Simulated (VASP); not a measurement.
Wanted: the native input for a VASP 6.6.1 run.

| Property | Result |
| --- | --- |
| Task | single point |
| Functional | PBEsol |
| Potentials or basis | VASP PAW PBE potentials, release 64 (Sr_sv) |
| Cutoff | 520 eV |
| k mesh | 12 × 12 × 4 |
| Occupations | gaussian, width 0.1 eV |
| Spin | no spin polarisation |
| Dipole correction | no |
| Further INCAR settings | ALGO = Normal; EDIFF = 1e-07; NBANDS = 28 |

The structure of Sr lies in POSCAR:

```
Sr
1.0
    4.3501086325      0.0000000000      0.0000000000
   -2.1750543163      3.7673045850      0.0000000000
    0.0000000000      0.0000000000     15.1971950924
Sr
4
Direct
    0.0000000000      0.0000000000      0.0028494150
    0.3333333300      0.6666666700      0.2658831911
    0.0000000000      0.0000000000      0.4882414830
    0.6666666700      0.3333333300      0.7430259109
```

This cell differs from its parent crystal: strained and its atoms moved.

The input as run:

INCAR

```
PREC     = Accurate       # precision mode
ENCUT    = 520            # plane-wave cutoff, eV
EDIFF    = 1E-7           # SCF threshold, eV
ISMEAR   = 0              # smearing method
SIGMA    = 0.1            # smearing width, eV
LREAL    = F              # projectors in reciprocal space
LASPH    = T              # aspherical terms in the spheres
NELM     = 100            # most SCF steps
ALGO     = Normal         # electronic algorithm
ISIF     = 2              # what is computed and relaxed
LWAVE    = F              # write WAVECAR
LCHARG   = F              # write CHGCAR
GGA      = PS             # functional
NBANDS   = 28             # bands
```

KPOINTS

```
regular mesh
0
Gamma
  12 12 4
```

Potentials or basis: VASP PAW PBE potentials, release 64 (Sr_sv).

The run is started by

```sh
$ cat potpaw_PBE.64/Sr_sv/POTCAR > POTCAR
$ mpirun -np 1 vasp_std > vasp.out
```

Results of the run:

- Pressure: -1.5 GPa
- Largest force: 0.273 eV/Å
- Band gap on the k mesh: zero (band 20 reaches 1.26 eV, above the bottom of band 21 at 0.85 eV)

Caveat: the cell differs from its parent crystal (strained and its atoms moved); the PAW data sets were made with another functional, which shifts forces and pressure a little.

Wall time 4.2 min on 1 thread of Intel(R) Xeon(R) 6975P-C (Granite Rapids), on a shared host, peak memory 0.55 GiB.
